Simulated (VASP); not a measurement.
Runs of VASP 6.6.1 on BAs. The structure is that of space group F-43m (No. 216), or close to it. The cells are those of the table. 

```tsv
cell	smearing	gap on the mesh (eV)	pressure (GPa)
a = 3.435, b = 3.400 Å, angles 60.3, 59.3, 60.3°, 2 atoms	gaussian 0.05 eV	1.07	-1.9
a = 3.460, b = 3.400 Å, angles 60.6, 58.9, 60.6°, 2 atoms	tetrahedron	0.98	-3.7
a = 3.367, b = 3.400 Å, angles 59.7, 60.7, 59.7°, 2 atoms	gaussian 0.05 eV	0.87	3.5
a = 3.383, b = 3.400 Å, angles 59.8, 60.3, 59.8°, 2 atoms	gaussian 0.05 eV	1.04	2.0
a = 3.452, b = 3.400 Å, angles 60.5, 59.0, 60.5°, 2 atoms	gaussian 0.05 eV	1.01	-3.1
a = 3.460, b = 3.400 Å, angles 60.6, 58.9, 60.6°, 2 atoms	gaussian 0.05 eV	0.98	-3.7
a = 3.350, b = 3.400 Å, angles 59.5, 61.0, 59.5°, 2 atoms	gaussian 0.05 eV	(b)	5.0
a = 3.417, b = 3.400 Å, angles 60.2, 59.7, 60.2°, 2 atoms	gaussian 0.05 eV	1.13	-0.7
a = 3.469, b = 3.400 Å, angles 60.7, 58.7, 60.7°, 2 atoms	gaussian 0.05 eV	(a)	-4.2
```

Alike in all rows: task single point; level PBE; potentials or basis VASP PAW PBE potentials, release 64 (B, As); no spin polarisation; k mesh 10 × 10 × 10; cutoff (eV) 520.

Q: Fill in the values left out.

A: (a) 0.95; (b) 0.71.

A k mesh can miss the band edges, and the runs leave out spin-orbit coupling on As.
